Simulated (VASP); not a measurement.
A run of VASP 6.6.1:

Contents of INCAR:

```
SYSTEM = TaSi2Ge3
ALGO = Normal
EDIFF = 1E-7
ENCUT = 520
GGA = PE
ISIF = 2
ISMEAR = 0
LASPH = .TRUE.
LCHARG = .FALSE.
LREAL = .FALSE.
LWAVE = .FALSE.
NBANDS = 40
NELM = 80
PREC = Accurate
SIGMA = 0.1
```

File KPOINTS:

```
k-points
0
G
  6 6 2
  0 0 0
```

Contents of POSCAR:

```
TaSi2Ge3
1.0
    3.9756713900      0.0000000000      0.0000000000
   -1.9878356900      3.4430324200      0.0000000000
    0.0000000000      0.0000000000      8.0658570800
Ta Si Ge
1 2 3
Direct
    0.0000000000      0.0000000000      0.5000000000
    0.3333333300      0.6666666700      0.0000000000
    0.6666666700      0.3333333300      0.0000000000
    0.0000000000      0.0000000000      0.7028454100
    0.0000000000      0.0000000000      0.2971545900
    0.0000000000      0.0000000000      0.0000000000
```

Potentials or basis: VASP PAW PBE potentials, release 64 (Ta_pv, Si, Ge_d).

The run is started by

```sh
$ cat potpaw_PBE.64/Ta_pv/POTCAR potpaw_PBE.64/Si/POTCAR potpaw_PBE.64/Ge_d/POTCAR > POTCAR
$ mpirun -np 1 vasp_std > vasp.out
```

Hardware: 1 thread of Intel Xeon 8259CL, on a shared host.

Q: How long does it take, and how much memory?

A: Wall time 2.3 min on 1 thread of Intel Xeon 8259CL, with other jobs on the host, peak memory 0.25 GiB. Counts: scf iterations 17, k points 14.
